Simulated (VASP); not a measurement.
Set up this calculation in VASP 6.6.1, as the native input.

```yaml
Task: single point
Functional: r2SCAN
Potentials_or_basis: VASP PAW PBE potentials, release 64 (Ca_sv, O)
Cutoff: 520 eV
k_mesh: 8 × 8 × 8
Occupations: gaussian, width 0.05 eV
Spin: no spin polarisation
Dipole_correction: no
Further_INCAR_settings: ALGO = Normal; EDIFF = 1e-06; NBANDS = 15
```

Crystal: CaO.

```xyz
2
Lattice="0.0049 2.6218 2.6085 2.5909 0.0083 2.6052 2.5668 2.5944 0.0324" Properties=species:S:1:pos:R:3 pbc="T T T"
Ca   -0.0194    0.0602   -0.0193
O     1.3100    1.2460    1.3308
```

This cell differs from its parent crystal: atoms moved at random and the cell strained at random.

One way to write it, as run:

POSCAR

```
CaO
1.0
    0.0049408919      2.6218231203      2.6085044520
    2.5908627774      0.0082516183      2.6051937256
    2.5667533440      2.5944029604      0.0323610518
Ca O
1 1
Direct
    0.0114742110     -0.0190498409      0.0116547406
    0.2385257890      0.2690498409      0.2383452594
```

INCAR.step1

```
SYSTEM = CaO
PREC = Accurate
ENCUT = 520
ISMEAR = 0
SIGMA = 0.05
LREAL = .False.
LASPH = .True.
NELM = 60
NBANDS = 15
GGA = PE
ALGO = Normal
EDIFF = 1E-4
LWAVE = .True.
LCHARG = .False.
```

INCAR.step2

```
SYSTEM = CaO
PREC = Accurate
ENCUT = 520
EDIFF = 1E-6
ISMEAR = 0
SIGMA = 0.05
LREAL = .False.
LASPH = .True.
NELM = 60
ALGO = Normal
ISIF = 2
LWAVE = .False.
LCHARG = .False.
METAGGA = R2SCAN
LMIXTAU = .True.
NBANDS = 15
ISTART = 1
```

KPOINTS

```
regular mesh
0
Gamma
  8 8 8
  0 0 0
```

Potentials or basis: VASP PAW PBE potentials, release 64 (Ca_sv, O).

Command:

```console
$ cat potpaw_PBE.64/Ca_sv/POTCAR potpaw_PBE.64/O/POTCAR > POTCAR
$ cp INCAR.step1 INCAR
$ mpirun -np 1 vasp_std > vasp.out
$ cp INCAR.step2 INCAR
$ mpirun -np 1 vasp_std > vasp.out
```

Results of the run:

```json
{"Pressure": "3.2 GPa", "Largest force": "0.995 eV/Å", "Band gap on the k mesh": "3.73 eV (least direct gap 4.34 eV)"}
```

Caveat: the cell differs from its parent crystal (atoms moved at random and the cell strained at random); the cell stands under pressure; the PAW data sets were made with another functional, which shifts forces and pressure a little.

Run time: 12 min on 1 thread of Oxide Virtual Turin-like Processor (shared host), peak memory 0.24 GiB.
